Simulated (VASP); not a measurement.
**Ni: density of states with LDA**

Crystal: Ni.

```xyz
1
Lattice="-1.3837 1.3837 1.3837 1.3837 -1.3837 1.3837 1.3837 1.3837 -1.3837" Properties=species:S:1:pos:R:3 pbc="T T T"
Ni    0.0000    0.0000    0.0000
```

* Program: VASP 6.6.1
* Task: density of states
* Functional: LDA
* Potentials or basis: VASP PAW LDA potentials, release 64 (Ni)
* Cutoff: 520 eV
* k mesh: 17 × 17 × 17
* Occupations: fermi-dirac, width 0.05 eV
* Spin: no spin polarisation
* Dipole correction: no
* k mesh for the DOS: 26 × 26 × 26
* Occupations for the DOS: tetrahedron
* Further INCAR settings: ALGO = Normal; EDIFF = 1e-06

```json
{"Valence electrons inside the program's atomic spheres": "Ni 9.37"}
```

Levels at points of the mesh, in eV from the Fermi level:
```tsv
k point	band 1	band 2	band 3	band 4	band 5	band 6	band 7	band 8	band 9
(0.00, 0.00, 0.00)	-8.96	-1.98	-1.98	-1.98	-0.55	-0.55	26.84	26.84	26.84
(0.50, 0.00, 0.00)	-4.50	-2.96	-0.61	-0.38	0.35	0.42	6.94	19.44	20.43
(0.50, 0.50, 0.50)	-4.07	-4.07	0.18	0.18	0.18	10.00	10.00	10.00	16.20
```

Wall time 46 s on 1 thread of Intel(R) Xeon(R) Platinum 8488C (Sapphire Rapids) (shared host), peak memory 0.19 GiB.

Caveat: the run has no spin polarisation, though such a crystal can be magnetic. Spin polarisation is off, so any magnetic state and its effect on volume and gap are missing.
